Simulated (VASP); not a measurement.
A run of VASP 6.6.1 is set up as follows.

INCAR

```
SYSTEM = SnSe
PREC = Accurate
ENCUT = 500
EDIFF = 1E-6
ISMEAR = -1
SIGMA = 0.02
LREAL = .False.
LASPH = .True.
NELM = 120
ALGO = Normal
ISIF = 2
LWAVE = .False.
LCHARG = .False.
GGA = PE
NBANDS = 17
GGA_COMPAT = .False.
```

The input KPOINTS:

```
regular mesh
0
Gamma
  8 8 8
  0 0 0
```

The input POSCAR:

```
SnSe
1.0
    0.0000000000      2.9420708907      2.9420708907
    2.9420708907      0.0000000000      2.9420708907
    2.9420708907      2.9420708907      0.0000000000
Sn Se
1 1
Direct
    0.0000000000      0.0000000000      0.0000000000
    0.5000000000      0.5000000000      0.5000000000
```

Potentials or basis: VASP PAW PBE potentials, release 64 (Sn_d, Se).

Command:

```sh
$ cat potpaw_PBE.64/Sn_d/POTCAR potpaw_PBE.64/Se/POTCAR > POTCAR
$ mpirun -np 1 vasp_std > vasp.out
```

Problem. Predict the band gap on the k mesh.

Solution. 0.77 eV (least direct gap 0.90 eV).

Problem. Estimate the pressure.

Solution. 5.1 GPa.

Caveat: the cell differs from its parent crystal (strain -2.0%); the cell stands under pressure; spin-orbit coupling is left out, which moves the levels of the heavy elements. A k mesh can miss the band edges.
